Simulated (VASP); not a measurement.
Set up this calculation in VASP 6.6.1, as the native input.

```
Task                   : single point
Functional             : PBEsol
Potentials or basis    : VASP PAW PBE potentials, release 64 (Nb_sv, As)
Cutoff                 : 520 eV
k mesh                 : 11 × 11 × 11
Occupations            : fermi-dirac, width 0.05 eV
Spin                   : no spin polarisation
Dipole correction      : no
Further INCAR settings : ALGO = Normal; EDIFF = 1e-07; NBANDS = 26
```

The structure of NbAs lies in POSCAR:

```
NbAs
1.0
   -1.7596987896      1.7596987896      5.9545388829
    1.7596987896     -1.7596987896      5.9545388829
    1.7596987896      1.7596987896     -5.9545388829
Nb As
2 2
Direct
    0.5000000000      0.0000000000      0.5000000000
    0.7500000000      0.7500000000      0.0000000000
    0.9160000000      0.4160000000      0.5000000000
    0.1660000000      0.1660000000      0.0000000000
```

The input as run:

INCAR

```
ALGO = Normal
EDIFF = 1E-7
ENCUT = 520
GGA = PS
ISIF = 2
ISMEAR = -1
LASPH = True
LCHARG = False
LREAL = False
LWAVE = False
NBANDS = 26
NELM = 100
PREC = Accurate
SIGMA = 0.05
```

KPOINTS

```
k-points
0
Gamma
  11 11 11
```

Potentials or basis: VASP PAW PBE potentials, release 64 (Nb_sv, As).

Launch:

```bash
$ cat potpaw_PBE.64/Nb_sv/POTCAR potpaw_PBE.64/As/POTCAR > POTCAR
$ mpirun -np 1 vasp_std > vasp.out
```

It gave:

- Pressure: -10.9 GPa
- Largest force: 0.221 eV/Å

Caveat: the cell stands under tension; the PAW data sets were made with another functional, which shifts forces and pressure a little.

Wall time 3.2 min on 1 thread of Intel(R) Xeon(R) 6975P-C (Granite Rapids), on a shared host, peak memory 0.46 GiB.
